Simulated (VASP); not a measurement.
A run of VASP 6.6.1:

Contents of INCAR:

```
ALGO = Normal
EDIFF = 1E-6
ENCUT = 600
GGA = PE
GGA_COMPAT = F
ISIF = 2
ISMEAR = 0
ISPIN = 2
LASPH = T
LCHARG = T
LELF = T
LMAXMIX = 4
LORBIT = 11
LREAL = F
LVHAR = T
LWAVE = F
MAGMOM = 0 0
NBANDS = 20
NELM = 200
PREC = Accurate
SIGMA = 0.1
```

KPOINTS

```
k-points
0
Gamma
  6 6 6
```

File POSCAR:

```
NbN
1.0
    0.0000000000      2.1945000000      2.1945000000
    2.1945000000      0.0000000000      2.1945000000
    2.1945000000      2.1945000000      0.0000000000
Nb N
1 1
Direct
    0.5000000000      0.5000000000      0.5000000000
    0.0000000000      0.0000000000      0.0000000000
```

Potentials or basis: VASP PAW PBE potentials, release 64 (Nb_sv, N).

The run is started by

```console
$ cat potpaw_PBE.64/Nb_sv/POTCAR potpaw_PBE.64/N/POTCAR > POTCAR
$ mpirun -np 1 vasp_std > vasp.out
```

Hardware: 1 thread of AMD EPYC 7R13 (shared host).

Q: How long does it take, and how much memory?

A: It took 46 s on 1 thread of AMD EPYC 7R13, with other jobs on the host, peak memory 0.15 GiB. Counts: scf iterations 12, k points 16.
